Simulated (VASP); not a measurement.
# Ga3As3CO in VASP: a series of runs

Ga3As3CO is run at these levels: PBE+D3(BJ); tasks: single point.

Program: VASP 6.6.1. These are calculated values, not measurements. Logs are shortened: lines on timing, memory, paths and dates and some standing lists are left out, and cuts for length are marked.

### 1 The cell of the first run

The cell holds a slab with vacuum, 8 atoms: a = 4.014 Å, b = 5.676 Å, c = 23.335 Å, α = 90.00°, β = 90.00°, γ = 90.00°.

### 2 Single point, PBE+D3(BJ)

INCAR reads:

```
SYSTEM = Ga3As3CO
  PREC = Accurate
  ENCUT = 520
  EDIFF = 1E-6
  ISMEAR = 0
  SIGMA = 0.05
  LREAL = .FALSE.
  LASPH = .TRUE.
  NELM = 120
  ALGO = Normal
  ISIF = 2
  LWAVE = .FALSE.
  LCHARG = .FALSE.
  LDIPOL = .TRUE.
  IDIPOL = 3
  DIPOL = 0.5 0.5 0.320
  GGA = PE
  IVDW = 12
  NBANDS = 57
  GGA_COMPAT = .FALSE.
  NELMDL = -8
```

KPOINTS reads:

```
regular mesh
0
G
  7 5 1
  0 0 0
```

POSCAR reads:

```
Ga3As3CO
1.0
    4.0137031111      0.0000000000      0.0000000000
    0.0000000000      5.6762333751      0.0000000000
    0.0000000000      0.0000000000     23.3352699083
Ga As O C
3 3 1 1
Direct
    0.5000000000      0.5000000000      0.1714143447
    0.0000000000      0.0653835255      0.2680035048
    0.5000000000      0.4894639609      0.3228546357
    0.0000000000      0.2500000000      0.1714143447
    0.5000000000      0.8102208698      0.2504948966
    0.0000000000      0.2887573198      0.3593388866
    0.5000000000      0.7887573198      0.4836142866
    0.5000000000      0.7887573198      0.5328959107
```

Potentials or basis: VASP PAW PBE potentials, release 64 (Ga_d, As_d, O, C).

Started as:

```sh
> cat potpaw_PBE.64/Ga_d/POTCAR potpaw_PBE.64/As_d/POTCAR potpaw_PBE.64/O/POTCAR potpaw_PBE.64/C/POTCAR > POTCAR
> mpirun -np 1 vasp_std > vasp.out
```

OUTCAR:

```text
SYSTEM = Ga3As3CO
   PREC = Accurate
   ENCUT = 520
   EDIFF = 1E-6
   ISMEAR = 0
   LREAL = .FALSE.
   LASPH = .TRUE.
   NELM = 120
   ISIF = 2
   GGA = PE
   IVDW = 12
   NELMDL = -8
 IVDW          = 12

 ion  position               nearest neighbor table
   1  0.500  0.500  0.171-   4 2.46   4 2.46   5 2.55
   2  0.000  0.065  0.268-   6 2.48   4 2.49   5 2.51   5 2.51
   3  0.500  0.489  0.323-   6 2.46   6 2.46   5 2.48
   4  0.000  0.250  0.171-   1 2.46   1 2.46   2 2.49
   5  0.500  0.810  0.250-   3 2.48   2 2.51   2 2.51   1 2.55
   6  0.000  0.289  0.359-   3 2.46   3 2.46   2 2.48
   7  0.500  0.789  0.484-   8 1.15
   8  0.500  0.789  0.533-   7 1.15

  LATTYP: Found a simple orthorhombic cell.
 ALAT       =     4.0137031111
 B/A-ratio  =     1.4142135624
 C/A-ratio  =     5.8139003465

  Lattice vectors:

 A1 = (   4.0137031111,   0.0000000000,   0.0000000000)
 A2 = (   0.0000000000,   5.6762333751,   0.0000000000)
 A3 = (   0.0000000000,   0.0000000000,  23.3352699083)

Analysis of symmetry for initial positions (statically):
=====================================================================
 Subroutine PRICEL returns:
 Original cell was already a primitive cell.

 Routine SETGRP: Setting up the symmetry group for a
 simple orthorhombic supercell.

 Subroutine GETGRP returns: Found  2 space group operations
 (whereof  2 operations were pure point group operations)
 out of a pool of  8 trial point group operations.

The static configuration has the point symmetry C_1h.

Analysis of symmetry for dynamics (positions and initial velocities):
=====================================================================
 Subroutine PRICEL returns:
 Original cell was already a primitive cell.

 Routine SETGRP: Setting up the symmetry group for a
 simple orthorhombic supercell.

 Subroutine GETGRP returns: Found  2 space group operations
 (whereof  2 operations were pure point group operations)
 out of a pool of  8 trial point group operations.

The dynamic configuration has the point symmetry C_1h.

 Subroutine INISYM returns: Found  2 space group operations
 (whereof  2 operations are pure point group operations),
 and found     1 'primitive' translations

----------------------------------------------------------------------------------------

                                     Primitive cell

[... 101 lines left out ...]
   NUPDOWN=      -1.0000    fix difference up-down
   EMIN   =  10.00;   EMAX   =-10.00  energy-range for DOS
   EFERMI =   0.00;   METHOD = LEGACY
   ISMEAR =     0;   SIGMA  =   0.05  broadening in eV -4-tet -1-fermi 0-gaus
   EFERMI_NEDOS =   21; number of points for ismear=-14 and -15
   IALGO  =     38    algorithm
   IMIX   =      4    mixing-type and parameters
     AMIX     =   0.40;   BMIX     =  1.00
     AMIX_MAG =   1.60;   BMIX_MAG =  1.00
  volume/ion in A,a.u.               =      66.46       448.46
  Fermi-wavevector in a.u.,A,eV,Ry     =   0.918850  1.736375 11.487202  0.844286
  Thomas-Fermi vector in A             =   2.043978
   LORBIT       =      0    0 simple, 1 ext, 2 COOP (PROOUT), +10 PAW based schemes
   GGA     = PE    functional components
   LHFCALC =     F    Hartree Fock is set to
   AEXX    =    0.0000 exact exchange contribution
   IVDW    =    12    specifies the selected vdW correction
   LEPSILON=     F    determine dielectric tensor
   LRPA    =     F    only Hartree local field effects (RPA)
 non-spin polarized calculation
 Gauss-broadening in eV      SIGMA  =   0.05
  energy-cutoff  :      520.00
  volume of cell :      531.64
 maximum number of plane-waves:     14367
 NGX is ok and might be reduce to    30
   NGX = 15   NGY = 21   NGZ = 87

 dipolmoment           0.000000      0.000000     -0.002169 electrons x Angstroem

 number of electron      93.9999977 magnetization

 dipolmoment           0.000000      0.000000      0.059019 electrons x Angstroem

 Free energy of the ion-electron system (eV)
  ---------------------------------------------------
  ext. energy  EPLUGINS =         0.00000000
  ---------------------------------------------------
  free energy    TOTEN  =       -37.60300507 eV

  energy without entropy =      -37.60300507  energy(sigma->0) =      -37.60300507

 E-fermi :  -2.2993     XC(G=0):  -3.8844

 val. band max:       -2.5010333882   @ k =   0.0000   0.0000   0.0000
 cond. band min:      -2.0919840672   @ k =   0.4286   0.0000   0.0000
 fundamental gap:      0.4090493210
 Fermi energy:        -2.2992902138

 k-point     1 :       0.0000    0.0000    0.0000
  band No.  band energies     occupation
      1     -37.7293      2.00000
      2     -37.7180      2.00000
      3     -37.7132      2.00000
      4     -37.6994      2.00000
      5     -37.6979      2.00000
      6     -37.3104      2.00000
[... 709 lines left out ...]
     56       2.5191      0.00000
     57       2.8247      0.00000

------------------------ aborting loop because EDIFF is reached ----------------------------------------

 vacuum level on the upper side and lower side of the slab       (xc-potential included)         0.063        -0.391

 Edisp (eV)   -1.26844

 E8    (eV) :    -0.5739

  FORCE on cell =-STRESS in cart. coord.  units (eV):
  Direction    XX          YY          ZZ          XY          YZ          ZX
  --------------------------------------------------------------------------------------
  -------------------------------------------------------------------------------------
  Total      -2.17994    -2.73457    -1.04325     0.00000    -0.03907     0.00000
  in kB      -6.56958    -8.24103    -3.14398     0.00000    -0.11774     0.00000
  external pressure =       -5.98 kB  Pullay stress =        0.00 kB

 VOLUME and BASIS-vectors are now :
 -----------------------------------------------------------------------------
  energy-cutoff  :      520.00
  volume of cell :      531.64
      direct lattice vectors                 reciprocal lattice vectors
     4.013703111  0.000000000  0.000000000     0.249146480  0.000000000  0.000000000
     0.000000000  5.676233375  0.000000000     0.000000000  0.176173165  0.000000000
     0.000000000  0.000000000 23.335269908     0.000000000  0.000000000  0.042853586

 POSITION                                       TOTAL-FORCE (eV/Angst)
 -----------------------------------------------------------------------------------
      2.00685      2.83812      4.00000         0.000000     -0.318829      1.037688
      0.00000      0.37113      6.25393         0.000000     -0.009488      0.020825
      2.00685      2.77831      7.53390         0.000000      0.008082      0.028351
      0.00000      1.41906      4.00000         0.000000      0.324656     -1.049594
      2.00685      4.59900      5.84537         0.000000      0.005253     -0.011082
      0.00000      1.63905      8.38527         0.000000     -0.004003      0.028812
      2.00685      4.47717     11.28527         0.000000     -0.009551      0.678015
      2.00685      4.47717     12.43527         0.000000      0.003879     -0.733014
 -----------------------------------------------------------------------------------
    total drift:                                0.000000      0.003615     -0.003268

  FREE ENERGIE OF THE ION-ELECTRON SYSTEM (eV)
  ---------------------------------------------------
  free  energy   TOTEN  =       -38.8714422909 eV

  energy  without entropy=      -38.8714422908  energy(sigma->0) =      -38.87144229

 vacuum level on the upper side and lower side of the slab         2.483         2.021
```

stdout:

```text
POSCAR found type information on POSCAR GaAsO C
 POSCAR found :  4 types and       8 ions
 scaLAPACK will be used
 LDA part: xc-table for (Slater+PW92), standard interpolation
 POSCAR, INCAR and KPOINTS ok, starting setup
 FFT: planning ... GRIDC
 FFT: planning ... GRID_SOFT
 FFT: planning ... GRID
 WAVECAR not read
 entering main loop
```

Run time: 15 min. Hardware: 1 thread of Intel Xeon Platinum 8259CL at 2.50GHz (Skylake/Cascade Lake), shared host; peak memory 0.73 GiB.

Results:

| Quantity | Value |
| --- | --- |
| Free energy | -38.8714 eV |
| Largest force | 1.099 eV/Å |
| Band gap on the k mesh | 0.41 eV (least direct gap 0.76 eV) |
| Dispersion energy per atom | -0.159 eV |

Forces on the atoms (eV/Å):
```
Ga   0.000 -0.319  1.038
Ga   0.000 -0.009  0.021
Ga   0.000  0.008  0.028
As   0.000  0.325 -1.050
As   0.000  0.005 -0.011
As   0.000 -0.004  0.029
O    0.000 -0.010  0.678
C    0.000  0.004 -0.733
```

Levels at points of the mesh, in eV from the valence-band top:
| k point | band 43 | band 44 | band 45 | band 46 | band 47 | band 48 | band 49 | band 50 | band 51 | band 52 |
| --- | --- | --- | --- | --- | --- | --- | --- | --- | --- | --- |
| (0.00, 0.00, 0.00) | -1.97 | -1.32 | -0.88 | -0.85 | 0.00 | 0.76 | 1.62 | 2.32 | 2.52 | 2.89 |

### 3 Single point, PBE+D3(BJ)

INCAR reads:

```
SYSTEM = Ga3As3CO
PREC = Accurate
ENCUT = 520
EDIFF = 1E-6
ISMEAR = 0
SIGMA = 0.05
LREAL = .FALSE.
LASPH = .TRUE.
NELM = 120
ALGO = Normal
ISIF = 2
LWAVE = .FALSE.
LCHARG = .FALSE.
LDIPOL = .TRUE.
IDIPOL = 3
DIPOL = 0.5 0.5 0.320
GGA = PE
IVDW = 12
NBANDS = 57
GGA_COMPAT = .FALSE.
NELMDL = -8
```

KPOINTS reads:

```
Automatic mesh
0
G
  7 5 1
  0 0 0
```

Edit POSCAR of step 2 so:

```diff
@@ -14,3 +14,3 @@
     0.0000000000      0.2887573198      0.3593388866
-    0.5000000000      0.7887573198      0.4836142866
-    0.5000000000      0.7887573198      0.5328959107
+    0.0000000000      0.9554239865      0.4836142866
+    0.0000000000      0.9554239865      0.5328959107
```

Potentials or basis: VASP PAW PBE potentials, release 64 (Ga_d, As_d, O, C).

Started as:

```sh
> cat potpaw_PBE.64/Ga_d/POTCAR potpaw_PBE.64/As_d/POTCAR potpaw_PBE.64/O/POTCAR potpaw_PBE.64/C/POTCAR > POTCAR
> mpirun -np 1 vasp_std > vasp.out
```

Run time: 16 min. Hardware: 1 thread of Intel Xeon Platinum 8259CL at 2.50GHz (Skylake/Cascade Lake), shared host; peak memory 0.72 GiB.

The run converged. Its results:

| Item | Value |
| --- | --- |
| Free energy | -38.8362 eV |
| Largest force | 1.099 eV/Å |
| Band gap on the k mesh | 0.40 eV (least direct gap 0.76 eV) |
| Dispersion energy per atom | -0.159 eV |

Forces in eV/Å, atoms in the order of the input:
```
Ga   0.000 -0.321  1.033
Ga   0.000 -0.006  0.012
Ga   0.000  0.003  0.000
As   0.000  0.329 -1.049
As   0.000  0.012 -0.008
As   0.000  0.044 -0.024
O    0.000 -0.076  0.751
C    0.000  0.015 -0.714
```

Levels at points of the mesh, in eV from the valence-band top:
```csv
k point,band 44,band 45,band 46,band 47,band 48,band 49,band 50,band 51
"(0.00, 0.00, 0.00)",-1.31,-0.89,-0.85,0.00,0.76,1.63,2.29,2.54
```
